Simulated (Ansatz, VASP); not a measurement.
# Na: VASP beside Ansatz

```xyz
1
Lattice="-2.1251 2.1040 2.1040 2.1040 -2.1251 2.1040 2.1040 2.1040 -2.1251" Properties=species:S:1:pos:R:3 pbc="T T T"
Na    0.0000    0.0000    0.0000
```

Change from the starting cell: equal xy, yz and zx shear strains of -1 %, PAW files.

Alike in both runs: task electric field gradients; functional PBEsol; k mesh 12 × 12 × 12; occupations fermi-dirac, width 0.05 eV; no spin polarisation.

```csv
,VASP,Ansatz
version,VASP 6.6.1,Ansatz 0.2.0
potentials or method,"VASP PAW PBE potentials, release 64 (Na_pv)","PAW with Ansatz's default frozen-core files, scalar-relativistic"
plane-wave cutoff (eV),520,420
valence electrons in the cell,7,9
```

|  | VASP | Ansatz | Ansatz less VASP |
| --- | --- | --- | --- |
| pressure (GPa) | -0.2 | -0.2 | 0.00 |
| size of Vzz on the site where it differs most (V/Å²) | 0.3 | 0.3 | +0.02 |

VASP's potentials were made for PBE, not for PBEsol. VASP's potentials hold 7 valence electrons a cell and Ansatz's 9, so a difference there can come from the potentials and not from the codes.
